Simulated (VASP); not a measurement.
A run of VASP 6.6.1 is set up as follows.

Contents of INCAR:

```
SYSTEM = AlCu3
PREC = Accurate
ENCUT = 520
EDIFF = 1E-7
ISMEAR = 0
SIGMA = 0.15
LREAL = .FALSE.
LASPH = .TRUE.
NELM = 80
ALGO = Fast
ISIF = 2
LWAVE = .FALSE.
LCHARG = .TRUE.
GGA = CA
LELF = .TRUE.
LVHAR = .TRUE.
NBANDS = 26
```

File KPOINTS:

```
regular mesh
0
G
  12 12 12
  0 0 0
```

POSCAR

```
AlCu3
1.0
    3.4993001882      0.0000000000      0.0000000000
    0.0000000000      3.4993001882      0.0000000000
    0.0000000000      0.0000000000      3.4993001882
Al Cu
1 3
Direct
    0.0000000000      0.0000000000      0.0000000000
    0.5000000000      0.4946503589      0.0000000000
    0.5000000000      0.0000000000      0.5000000000
    0.0000000000      0.5053496411      0.5000000000
```

Potentials or basis: VASP PAW LDA potentials, release 64 (Al, Cu).

The run is started by

```console
$ cat potpaw_LDA.64/Al/POTCAR potpaw_LDA.64/Cu/POTCAR > POTCAR
$ mpirun -np 1 vasp_std > vasp.out
```

(1) What does it give for the largest force?

(2) What does it give for the band gap on the k mesh?

(3) Predict the pressure.

Results:

(1) 0.172 eV/Å.

(2) zero (bands 18 and 19 overlap by 6.06 eV).

(3) 15.9 GPa.

Caveat: the cell differs from its parent crystal (atoms displaced along a vibrational mode, the cell strained); the cell stands under pressure.
